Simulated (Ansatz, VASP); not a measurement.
**PbC2S2N2: VASP beside Ansatz**

Contents of INCAR:

```
PREC     = Accurate       # precision mode
ENCUT    = 520            # plane-wave cutoff, eV
EDIFF    = 1E-6           # SCF threshold, eV
ISMEAR   = 0              # smearing method
SIGMA    = 0.01           # smearing width, eV
LREAL    = False          # projectors in reciprocal space
LASPH    = True           # aspherical terms in the spheres
NELM     = 80             # most SCF steps
ALGO     = Normal         # electronic algorithm
ISIF     = 2              # what is computed and relaxed
LWAVE    = False          # write WAVECAR
LCHARG   = True           # write CHGCAR
GGA      = PE             # functional
LELF     = True           # ELF
LVHAR    = True         
NBANDS   = 31             # bands
```

Contents of KPOINTS:

```
regular mesh
0
Gamma
  1 1 1
```

Contents of POSCAR:

```
PbC2S2N2
1.0
    9.0300000000      0.0000000000      0.0000000000
    0.0000000000     11.3400000000      0.0000000000
    0.0000000000      0.0000000000     17.5000000000
Pb N C S
1 2 2 2
Direct
    0.5015658900      0.6032389800      0.4999142900
    0.4995005500      0.4711384500      0.5910902900
    0.4995005500      0.4711384500      0.4087382900
    0.4990210400      0.4404788400      0.6566880000
    0.4990210400      0.4404788400      0.3431405700
    0.4983388700      0.3968254000      0.7426857100
    0.4983388700      0.3968254000      0.2571428600
```

Input for Ansatz:

```yaml
crystal:
  lattice:
    - [9.03, 0.0, 0.0]
    - [0.0, 11.34, 0.0]
    - [0.0, 0.0, 17.5]
  atoms:
    - { symbol: Pb, position: [0.50156589, 0.60323898, 0.49991429] }
    - { symbol: "N", position: [0.49950055, 0.47113845, 0.59109029] }
    - { symbol: C, position: [0.49902104, 0.44047884, 0.656688] }
    - { symbol: S, position: [0.49833887, 0.3968254, 0.74268571] }
    - { symbol: "N", position: [0.49950055, 0.47113845, 0.40873829] }
    - { symbol: C, position: [0.49902104, 0.44047884, 0.34314057] }
    - { symbol: S, position: [0.49833887, 0.3968254, 0.25714286] }
basis:
  ecutwfc: 420
  ecutrho_ratio: 4
kpoints:
  mp_grid: { grid: [1, 1, 1] }
hamiltonian:
  xc: pbe
scf:
  occupations: { method: gaussian, width: 0.01 }
output:
  forces: true
  eigenvalues: true
  populations: true
```

Alike in both runs: task single point; functional PBE; k mesh 1 × 1 × 1; occupations gaussian, width 0.01 eV; no spin polarisation.

```csv
,VASP,Ansatz
version,VASP 6.6.1,Ansatz 0.2.0
potentials or method,"VASP PAW PBE potentials, release 64 (Pb_d, N, C, S), cutoff 520 eV","scalar-relativistic, plane waves, PAW"
valence electrons in the cell,44,44
```

|  | VASP | Ansatz | Ansatz less VASP |
| --- | --- | --- | --- |
| gap on the k mesh at the Fermi level (eV) | 1.89 | 1.89 | +0.003 |
| rms of the force components (eV/Å) | 0.340 | 0.218 | -0.1223 |

With one functional, cell and mesh, what is left measures potentials, basis and numerics.

Neither program's run includes spin-orbit coupling. Noted on VASP's run: the standard files for N, O and F lose accuracy on very short bonds.
